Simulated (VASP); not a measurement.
Crystal: K2ICl.

```
Cl I K
1.0
     2.35742    1.36106    7.76360
    -2.35742    1.36106    7.76360
     0.00000   -2.72212    7.76360
Cl I K
1 1 2
Direct
  0.00000 0.00000 0.00000
  0.50000 0.50000 0.50000
  0.25994 0.25994 0.25994
  0.74006 0.74006 0.74006
```

Base run:

| Quantity | Value |
| --- | --- |
| Program | VASP 6.6.1 |
| Functional | PBEsol |
| Potentials or basis | VASP PAW PBE potentials, release 64 (Cl, I, K_sv) |
| Cutoff | 520 eV |
| k mesh | 6 × 6 × 6 |
| Occupations | gaussian, width 0.01 eV |
| Spin | no spin polarisation |

Its results: band gap on the k mesh 3.67 eV, direct; pressure -0.4 GPa; largest force 0.026 eV/Å.

The run is repeated on the same cell with these changes: functional from PBEsol to PBE; k mesh from 6 × 6 × 6 to 4 × 4 × 4. What comes out?

Band gap on the k mesh 3.80 eV, direct; pressure 0.6 GPa; largest force 0.018 eV/Å.

Several settings changed at once, so the effect can't be laid on one alone.

Caveats: spin-orbit coupling is left out, which moves the levels of the heavy elements; the PAW data sets were made with another functional, which shifts forces and pressure a little (some runs).

A k mesh can miss the band edges.
